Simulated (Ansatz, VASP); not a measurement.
**One calculation of YSi2Os2, two programs**

```
Y Si Os
1.0
    -2.08532    2.08532    4.85040
     2.08532   -2.08532    4.85040
     2.08532    2.08532   -4.85040
Y Si Os
1 2 2
Direct
  0.00000 0.00000 0.00000
  0.37198 0.37198 0.00000
  0.62802 0.62802 0.00000
  0.75000 0.25000 0.50000
  0.25000 0.75000 0.50000
```

Alike in both runs: task relaxation of cell and atoms; functional LDA; k mesh 12 × 12 × 12; occupations gaussian, width 0.1 eV; no spin polarisation.

|  | VASP | Ansatz |
| --- | --- | --- |
| version | VASP 6.6.1 | Ansatz 0.2.0 |
| potentials or method | VASP PAW LDA potentials, release 64 (Y_sv, Si, Os), cutoff 600 eV | scalar-relativistic, plane waves, PAW |
| valence electrons in the cell | 35 | 51 |

```csv
,VASP,Ansatz,Ansatz less VASP
"gap on the k mesh at the Fermi level, each at its own relaxed structure (eV)",none,none,-
relaxed volume (Å³/atom),16.17,16.11,-0.054
relaxed cell length with the largest relative difference (Å),5.593,5.593,0.0000
```

LDA's correlation is that of Perdew and Zunger in VASP and of Perdew and Wang (1992) in Ansatz. A gap of «none» marks a metal or a gap that the smearing closes. VASP's potentials hold 35 valence electrons a cell and Ansatz's 51, so a difference there can come from the potentials and not from the codes.

Neither program's run includes spin-orbit coupling.
